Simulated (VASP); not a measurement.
Input of a VASP 6.6.1 run:

INCAR

```
SYSTEM = Be3SnAu
PREC = Accurate
ENCUT = 520
EDIFF = 1E-6
ISMEAR = 0
SIGMA = 0.1
LREAL = .FALSE.
LASPH = .TRUE.
NELM = 100
ALGO = Normal
ISIF = 2
LWAVE = .FALSE.
LCHARG = .FALSE.
GGA = PE
NBANDS = 24
```

Contents of KPOINTS:

```
Automatic mesh
0
G
  4 4 4
  0 0 0
```

File POSCAR:

```
Be3SnAu
1.0
    3.8565322600      0.0000000000      0.0000000000
    0.0000000000      3.8565322600      0.0000000000
    0.0000000000      0.0000000000      3.8565322600
Be Sn Au
3 1 1
Direct
    0.5000000000      0.0000000000      0.0000000000
    0.0000000000      0.5000000000      0.0000000000
    0.0000000000      0.0000000000      0.5000000000
    0.0000000000      0.0000000000      0.0000000000
    0.5000000000      0.5000000000      0.5000000000
```

Potentials or basis: VASP PAW PBE potentials, release 64 (Be, Sn_d, Au).

Launch:

```bash
$ cat potpaw_PBE.64/Be/POTCAR potpaw_PBE.64/Sn_d/POTCAR potpaw_PBE.64/Au/POTCAR > POTCAR
$ mpirun -np 1 vasp_std > vasp.out
```

(1) Estimate the pressure.

Answers

(1) 75.9 GPa.

Caveat: the k points lie up to 0.41 Å⁻¹ apart.
